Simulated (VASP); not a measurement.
Set up this calculation in VASP 6.6.1, as the native input.

```
Task                   : single point
Functional             : r2SCAN
Potentials or basis    : VASP PAW PBE potentials, release 64 (Fe)
Cutoff                 : 520 eV
k mesh                 : 17 × 17 × 17
Occupations            : fermi-dirac, width 0.1 eV
Spin                   : no spin polarisation
Dipole correction      : no
Further INCAR settings : ALGO = Normal; EDIFF = 1e-06; NBANDS = 10
```

Crystal: Fe.

```xyz
1
Lattice="-1.3419 1.3419 1.3419 1.3419 -1.3419 1.3419 1.3419 1.3419 -1.3419" Properties=species:S:1:pos:R:3 pbc="T T T"
Fe    0.0000    0.0000    0.0000
```

One way to write it, as run:

POSCAR

```
Fe
1.0
   -1.3419230302      1.3419230302      1.3419230302
    1.3419230302     -1.3419230302      1.3419230302
    1.3419230302      1.3419230302     -1.3419230302
Fe
1
Direct
    0.0000000000      0.0000000000      0.0000000000
```

INCAR.step1

```
PREC = Accurate
ENCUT = 520
ISMEAR = -1
SIGMA = 0.1
LREAL = F
LASPH = T
NELM = 100
NBANDS = 10
GGA = PE
ALGO = Normal
EDIFF = 1E-4
LWAVE = T
LCHARG = F
```

INCAR.step2

```
PREC = Accurate
ENCUT = 520
EDIFF = 1E-6
ISMEAR = -1
SIGMA = 0.1
LREAL = F
LASPH = T
NELM = 100
ALGO = Normal
ISIF = 2
LWAVE = F
LCHARG = T
METAGGA = R2SCAN
LMIXTAU = T
LELF = T
LVHAR = T
NBANDS = 10
ISTART = 1
```

KPOINTS

```
Automatic mesh
0
Gamma
  17 17 17
```

Potentials or basis: VASP PAW PBE potentials, release 64 (Fe).

Launch:

```console
$ cat potpaw_PBE.64/Fe/POTCAR > POTCAR
$ cp INCAR.step1 INCAR
$ mpirun -np 1 vasp_std > vasp.out
$ cp INCAR.step2 INCAR
$ mpirun -np 1 vasp_std > vasp.out
```

It gave:

```
Pressure               : 17.7 GPa
Band gap on the k mesh : zero (band 4 reaches 8.61 eV, above the bottom of band 5 at 6.29 eV)
```

Caveat: the PAW data sets were made with another functional, which shifts forces and pressure a little; the run has no spin polarisation, though such a crystal can be magnetic.

It took 71 s on 1 thread of Intel(R) Xeon(R) Platinum 8259CL CPU @ 2.50GHz (Skylake/Cascade Lake) (shared host), peak memory 0.13 GiB.
